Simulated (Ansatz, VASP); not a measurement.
# ZnS: VASP beside Ansatz

```
Zn S
1.0
     3.84518    0.00000    0.00000
    -1.92259    3.33002    0.00000
     0.00000    0.00000    6.30554
Zn S
2 2
Direct
  0.33333 0.66667 0.00073
  0.66667 0.33333 0.50073
  0.33333 0.66667 0.37527
  0.66667 0.33333 0.87527
```

Alike in both runs: functional PBE; k mesh 12 × 12 × 7; occupations fermi-dirac, width 0.03 eV; no spin polarisation.

Ansatz relaxed the structure, and its values are those at the end. VASP's run is a single point on that final structure, the one shown.

```csv
,VASP,Ansatz
version,VASP 6.6.1,Ansatz 0.2.0
potentials or method,"VASP PAW PBE potentials, release 64 (Zn, S)","PAW with Ansatz's default frozen-core files, scalar-relativistic"
plane-wave cutoff (eV),520,420
valence electrons in the cell,36,36
```

Ansatz gave:

- pressure (GPa): 0.0

Q: What did VASP give for the same quantities?

A: Pressure (GPa): 0.1.
